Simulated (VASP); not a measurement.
# PbS (Pm-3m) in VASP: a series of runs

The runs below take PbS through single point, with PBE, r2SCAN.

Program: VASP 6.6.1. These are calculated values, not measurements. Logs are shortened: lines on timing, memory, paths and dates and some standing lists are left out, and cuts for length are marked.

## 1. The cell of the first run

The structure is cubic, space group Pm-3m (No. 221). The conventional cell has a = 3.724 Å, b = 3.724 Å, c = 3.724 Å, α = 90.00°, β = 90.00°, γ = 90.00°. Pb (site symmetry m-3m) has 8 S at 3.22 Å and 6 Pb at 3.72 Å within 4.2 Å. S (site symmetry m-3m) has 8 Pb at 3.22 Å and 6 S at 3.72 Å within 4.2 Å.

## 2. Single point, PBE (volume changed by +6%)

The input, INCAR:

```
ALGO = Normal
EDIFF = 1E-6
ENCUT = 520
GGA = PE
ISIF = 2
ISMEAR = -1
LASPH = True
LCHARG = False
LREAL = False
LWAVE = False
NBANDS = 17
NELM = 60
PREC = Accurate
SIGMA = 0.02
```

The input, KPOINTS:

```
k-points
0
Gamma
  6 6 6
```

The input, POSCAR:

```
PbS
1.0
    3.7235624399      0.0000000000      0.0000000000
    0.0000000000      3.7235624399      0.0000000000
    0.0000000000      0.0000000000      3.7235624399
Pb S
1 1
Direct
    0.0000000000      0.0000000000      0.0000000000
    0.5000000000      0.5000000000      0.5000000000
```

Potentials or basis: VASP PAW PBE potentials, release 64 (Pb_d, S).

The run is started by

```
$ cat potpaw_PBE.64/Pb_d/POTCAR potpaw_PBE.64/S/POTCAR > POTCAR
$ mpirun -np 1 vasp_std > vasp.out
```

OUTCAR:

```text
EDIFF = 1E-6
   ENCUT = 520
   GGA = PE
   ISIF = 2
   ISMEAR = -1
   LASPH = True
   LREAL = False
   NELM = 60
   PREC = Accurate

 ion  position               nearest neighbor table
   1  0.000  0.000  0.000-   2 3.22   2 3.22   2 3.22   2 3.22   2 3.22   2 3.22   2 3.22   2 3.22

   2  0.500  0.500  0.500-   1 3.22   1 3.22   1 3.22   1 3.22   1 3.22   1 3.22   1 3.22   1 3.22

  LATTYP: Found a simple cubic cell.
 ALAT       =     3.7235624399

  Lattice vectors:

 A1 = (   3.7235624399,   0.0000000000,   0.0000000000)
 A2 = (   0.0000000000,   3.7235624399,   0.0000000000)
 A3 = (   0.0000000000,   0.0000000000,   3.7235624399)

Analysis of symmetry for initial positions (statically):
=====================================================================
 Subroutine PRICEL returns:
 Original cell was already a primitive cell.

 Routine SETGRP: Setting up the symmetry group for a
 simple cubic supercell.

 Subroutine GETGRP returns: Found 48 space group operations
 (whereof 48 operations were pure point group operations)
 out of a pool of 48 trial point group operations.

The static configuration has the point symmetry O_h .

Analysis of symmetry for dynamics (positions and initial velocities):
=====================================================================
 Subroutine PRICEL returns:
 Original cell was already a primitive cell.

 Routine SETGRP: Setting up the symmetry group for a
 simple cubic supercell.

 Subroutine GETGRP returns: Found 48 space group operations
 (whereof 48 operations were pure point group operations)
 out of a pool of 48 trial point group operations.

The dynamic configuration has the point symmetry O_h .

 Subroutine INISYM returns: Found 48 space group operations
 (whereof 48 operations are pure point group operations),
 and found     1 'primitive' translations

----------------------------------------------------------------------------------------

                                     Primitive cell

  volume of cell :      51.6269

  direct lattice vectors                    reciprocal lattice vectors
     3.723562440  0.000000000  0.000000000     0.268560019  0.000000000  0.000000000
     0.000000000  3.723562440  0.000000000     0.000000000  0.268560019  0.000000000
     0.000000000  0.000000000  3.723562440     0.000000000  0.000000000  0.268560019

  length of vectors
     3.723562440  3.723562440  3.723562440     0.268560019  0.268560019  0.268560019

  position of ions in fractional coordinates (direct lattice)
     0.000000000  0.000000000  0.000000000
     0.500000000  0.500000000  0.500000000

  ion indices of the primitive-cell ions
   primitive index   ion index
                 1           1
                 2           2

----------------------------------------------------------------------------------------

 KPOINTS: k-points

Automatic generation of k-mesh.
 Grid dimensions read from file:
 generate k-points for:    6    6    6

 Generating k-lattice:

  Cartesian coordinates                     Fractional coordinates (reciprocal lattice)
     0.044760003  0.000000000  0.000000000     0.166666667  0.000000000  0.000000000
     0.000000000  0.044760003  0.000000000     0.000000000  0.166666667  0.000000000
     0.000000000  0.000000000  0.044760003     0.000000000  0.000000000  0.166666667

  Length of vectors
     0.044760003  0.044760003  0.044760003

  Shift w.r.t. Gamma in fractional coordinates (k-lattice)
     0.000000000  0.000000000  0.000000000

 Subroutine IBZKPT returns following result:
 ===========================================

 Found     20 irreducible k-points:

 Following reciprocal coordinates:
            Coordinates               Weight
  0.000000  0.000000  0.000000      1.000000
  0.166667  0.000000  0.000000      6.000000
  0.333333  0.000000  0.000000      6.000000
  0.500000  0.000000  0.000000      3.000000
  0.166667  0.166667  0.000000     12.000000
  0.333333  0.166667  0.000000     24.000000
[... 12 lines left out ...]
  0.500000  0.500000  0.333333      6.000000
  0.500000  0.500000  0.500000      1.000000
   k-points           NKPTS =     20   k-points in BZ     NKDIM =     20   number of bands    NBANDS=     17
   number of dos      NEDOS =    301   number of ions     NIONS =      2
   total plane-waves  NPLWV =  21952
   dimension x,y,z NGX =    28 NGY =   28 NGZ =   28
   dimension x,y,z NGXF=    56 NGYF=   56 NGZF=   56
   ions per type =               1   1
   NGX,Y,Z   is equivalent  to a cutoff of  12.50, 12.50, 12.50 a.u.
   NGXF,Y,Z  is equivalent  to a cutoff of  25.00, 25.00, 25.00 a.u.
 SYSTEM =  unknown system
   PREC   = accura    normal or accurate (medium, high low for compatibility)
   ISTART =      0    job   : 0-new  1-cont  2-samecut
   ICHARG =      2    charge: 1-file 2-atom 10-const
   ISPIN  =      1    spin polarized calculation?
   LNONCOLLINEAR =      F non collinear calculations
   LSORBIT =      F    spin-orbit coupling
   LASPH  =      T    aspherical Exc in radial PAW
   ENCUT  =  520.0 eV  38.22 Ry    6.18 a.u.   6.92  6.92  6.92*2*pi/ulx,y,z
   NELM   =     60;   NELMIN=  2; NELMDL= -5     # of ELM steps
   EDIFF  = 0.1E-05   stopping-criterion for ELM
   LREAL  =      F    real-space projection
   EDIFFG = 0.1E-04   stopping-criterion for IOM
   NSW    =      0    number of steps for IOM
   IBRION =     -1    ionic relax: 0-MD 1-quasi-New 2-CG
   NFREE  =      0    steps in history (QN), initial steepest desc. (CG)
   ISIF   =      2    stress and relaxation
   ISYM   =      2    0-nonsym 1-usesym 2-fastsym
   POTIM  = 0.5000    time-step for ionic-motion
   TEBEG  =    0.0;   TEEND  =   0.0 temperature during run
   PSTRESS=    0.0 pullay stress
   NELECT =      20.0000    total number of electrons
   NUPDOWN=      -1.0000    fix difference up-down
   EMIN   =  10.00;   EMAX   =-10.00  energy-range for DOS
   EFERMI =   0.00;   METHOD = LEGACY
   ISMEAR =    -1;   SIGMA  =   0.02  broadening in eV -4-tet -1-fermi 0-gaus
   EFERMI_NEDOS =   21; number of points for ismear=-14 and -15
   IALGO  =     38    algorithm
   IMIX   =      4    mixing-type and parameters
     AMIX     =   0.40;   BMIX     =  1.00
     AMIX_MAG =   1.60;   BMIX_MAG =  1.00
  volume/ion in A,a.u.               =      25.81       174.20
  Fermi-wavevector in a.u.,A,eV,Ry     =   1.193419  2.255234 19.378075  1.424248
  Thomas-Fermi vector in A             =   2.329434
   LORBIT       =      0    0 simple, 1 ext, 2 COOP (PROOUT), +10 PAW based schemes
   GGA     = PE    functional components
   LHFCALC =     F    Hartree Fock is set to
   AEXX    =    0.0000 exact exchange contribution
   IVDW    =     0    specifies the selected vdW correction
   LEPSILON=     F    determine dielectric tensor
   LRPA    =     F    only Hartree local field effects (RPA)
 non-spin polarized calculation
  energy-cutoff  :      520.00
  volume of cell :       51.63
 maximum number of plane-waves:      1409
 NGX is ok and might be reduce to    28
   NGX = 13   NGY = 13   NGZ = 13

 number of electron      20.0000008 magnetization

 Free energy of the ion-electron system (eV)
  ---------------------------------------------------
  ext. energy  EPLUGINS =         0.00000000
  ---------------------------------------------------
  free energy    TOTEN  =        -8.22724961 eV

  energy without entropy =       -8.22626907  energy(sigma->0) =       -8.22675934

 E-fermi :   5.4597     XC(G=0):  -9.8985

 val. band max:        5.4494456539   @ k =   0.1667   0.1667   0.1667
 cond. band min:       5.7468168901   @ k =   0.5000   0.0000   0.0000
 fundamental gap:      0.2973712362
 Fermi energy:         5.4596644291

 k-point     1 :       0.0000    0.0000    0.0000
  band No.  band energies     occupation
      1     -11.4504      2.00000
      2     -11.4504      2.00000
      3     -11.2728      2.00000
      4     -11.2728      2.00000
      5     -11.2728      2.00000
      6      -7.2685      2.00000
[... 9 lines left out ...]
     16      17.3402      0.00000
     17      18.0940      0.00000

 k-point     2 :       0.1667    0.0000    0.0000
  band No.  band energies     occupation
      1     -11.4485      2.00000
      2     -11.4177      2.00000
      3     -11.2845      2.00000
      4     -11.2845      2.00000
      5     -11.2717      2.00000
      6      -7.0565      2.00000
[... 9 lines left out ...]
     16      17.7428      0.00000
     17      17.8399      0.00000

 k-point     3 :       0.3333    0.0000    0.0000
  band No.  band energies     occupation
      1     -11.4447      2.00000
      2     -11.3525      2.00000
      3     -11.3077      2.00000
      4     -11.3077      2.00000
      5     -11.2695      2.00000
      6      -6.5115      2.00000
[... 9 lines left out ...]
     16      15.6986      0.00000
     17      18.1476      0.00000

 k-point     4 :       0.5000    0.0000    0.0000
  band No.  band energies     occupation
      1     -11.4428      2.00000
      2     -11.3202      2.00000
      3     -11.3192      2.00000
      4     -11.3192      2.00000
      5     -11.2684      2.00000
      6      -6.1175      2.00000
[... 9 lines left out ...]
     16      18.1433      0.00000
     17      18.7005      0.00000

 k-point     5 :       0.1667    0.1667    0.0000
  band No.  band energies     occupation
      1     -11.4316      2.00000
      2     -11.3995      2.00000
      3     -11.2991      2.00000
      4     -11.2840      2.00000
      5     -11.2823      2.00000
      6      -6.8510      2.00000
[... 9 lines left out ...]
     16      16.1961      0.00000
     17      16.5930      0.00000

 k-point     6 :       0.3333    0.1667    0.0000
  band No.  band energies     occupation
      1     -11.4227      2.00000
      2     -11.3385      2.00000
      3     -11.3279      2.00000
      4     -11.3059      2.00000
      5     -11.2804      2.00000
      6      -6.3336      2.00000
[... 9 lines left out ...]
     16      16.3201      0.00000
     17      16.3676      0.00000

 k-point     7 :       0.5000    0.1667    0.0000
  band No.  band energies     occupation
      1     -11.4202      2.00000
      2     -11.3421      2.00000
      3     -11.3171      2.00000
      4     -11.3061      2.00000
      5     -11.2791      2.00000
      6      -5.9749      2.00000
[... 9 lines left out ...]
     16      16.7513      0.00000
     17      17.2708      0.00000

 k-point     8 :       0.3333    0.3333    0.0000
  band No.  band energies     occupation
      1     -11.3963      2.00000
      2     -11.3673      2.00000
      3     -11.3030      2.00000
      4     -11.3014      2.00000
      5     -11.2927      2.00000
      6      -5.9162      2.00000
[... 9 lines left out ...]
     16      15.3606      0.00000
     17      17.2241      0.00000
[... 123 lines left out ...]
      1     -11.3799      2.00000
      2     -11.3540      2.00000
      3     -11.3297      2.00000
      4     -11.3148      2.00000
      5     -11.2620      2.00000
      6      -5.5817      2.00000
[... 9 lines left out ...]
     16      15.6813      0.00000
     17      18.5697      0.00000

 k-point    16 :       0.5000    0.5000    0.1667
  band No.  band energies     occupation
      1     -11.3994      2.00000
      2     -11.3433      2.00000
      3     -11.3265      2.00000
      4     -11.3265      2.00000
      5     -11.2360      2.00000
      6      -5.4326      2.00000
[... 9 lines left out ...]
     16      16.0421      0.00000
     17      17.4766      0.00000

 k-point    17 :       0.3333    0.3333    0.3333
  band No.  band energies     occupation
      1     -11.3581      2.00000
      2     -11.3448      2.00000
      3     -11.3448      2.00000
      4     -11.2894      2.00000
      5     -11.2894      2.00000
      6      -5.5509      2.00000
[... 9 lines left out ...]
     16      16.2223      0.00000
     17      20.4108      0.00000

 k-point    18 :       0.5000    0.3333    0.3333
  band No.  band energies     occupation
      1     -11.3701      2.00000
      2     -11.3589      2.00000
      3     -11.3432      2.00000
      4     -11.2884      2.00000
      5     -11.2538      2.00000
      6      -5.4130      2.00000
[... 9 lines left out ...]
     16      16.9902      0.00000
     17      20.8939      0.00000

 k-point    19 :       0.5000    0.5000    0.3333
  band No.  band energies     occupation
      1     -11.3814      2.00000
      2     -11.3572      2.00000
      3     -11.3572      2.00000
      4     -11.2705      2.00000
      5     -11.2346      2.00000
      6      -5.3225      2.00000
[... 9 lines left out ...]
     16      17.7848      0.00000
     17      21.3503      0.00000

 k-point    20 :       0.5000    0.5000    0.5000
  band No.  band energies     occupation
      1     -11.3724      2.00000
      2     -11.3724      2.00000
      3     -11.3724      2.00000
      4     -11.2340      2.00000
      5     -11.2340      2.00000
      6      -5.2638      2.00000
[... 9 lines left out ...]
     16      18.6357      0.00000
     17      21.6363      0.00000

------------------------ aborting loop because EDIFF is reached ----------------------------------------

  FORCE on cell =-STRESS in cart. coord.  units (eV):
  Direction    XX          YY          ZZ          XY          YZ          ZX
  --------------------------------------------------------------------------------------
  -------------------------------------------------------------------------------------
  Total       -0.9505559     -0.9505559     -0.9505559      0.0000000      0.0000000     -0.0000000
  in kB      -29.4993430    -29.4993430    -29.4993430      0.0000000      0.0000000     -0.0000000
  external PRESSURE =     -29.4993430 kB  Pullay stress =       0.0000000 kB

 VOLUME and BASIS-vectors are now :
 -----------------------------------------------------------------------------
  energy-cutoff  :      520.00
  volume of cell :       51.63
      direct lattice vectors                 reciprocal lattice vectors
     3.723562440  0.000000000  0.000000000     0.268560019  0.000000000  0.000000000
     0.000000000  3.723562440  0.000000000     0.000000000  0.268560019  0.000000000
     0.000000000  0.000000000  3.723562440     0.000000000  0.000000000  0.268560019

 POSITION                                       TOTAL-FORCE (eV/Angst)
 -----------------------------------------------------------------------------------
      0.00000      0.00000      0.00000         0.000000      0.000000      0.000000
      1.86178      1.86178      1.86178         0.000000      0.000000      0.000000
 -----------------------------------------------------------------------------------
    total drift:                               -0.000000      0.000000      0.000000

  FREE ENERGIE OF THE ION-ELECTRON SYSTEM (eV)
  ---------------------------------------------------
  free  energy   TOTEN  =        -8.2272496126 eV

  energy  without entropy=       -8.2262690667  energy(sigma->0) =       -8.22675934
```

Run time: 18 s. Hardware: 1 thread of Intel Xeon 8259CL, shared host; peak memory 0.16 GiB.

What came out:

| Item | Value |
| --- | --- |
| Free energy | -8.2272 eV |
| Pressure | -2.9 GPa |
| Band gap on the k mesh | zero (band 10 reaches 5.45 eV, above the bottom of band 11 at 5.16 eV) |

Levels at points of the mesh, in eV from the Fermi level:
| k point | band 7 | band 8 | band 9 | band 10 | band 11 | band 12 | band 13 | band 14 |
| --- | --- | --- | --- | --- | --- | --- | --- | --- |
| (0.00, 0.00, 0.00) | -6.87 | -1.42 | -1.42 | -1.42 | 5.58 | 5.58 | 6.13 | 6.13 |
| (0.50, 0.00, 0.00) | -8.77 | -0.40 | -0.40 | -0.22 | 0.29 | 3.84 | 3.84 | 6.88 |
| (0.50, 0.50, 0.00) | -7.25 | -4.08 | -4.08 | -0.20 | 4.00 | 4.00 | 5.59 | 7.13 |
| (0.50, 0.50, 0.50) | -6.12 | -2.16 | -2.16 | -2.16 | -0.30 | -0.30 | -0.30 | 13.18 |

Caveat: spin-orbit coupling is left out, which moves the levels of the heavy elements.

[end of part 1 of 3]
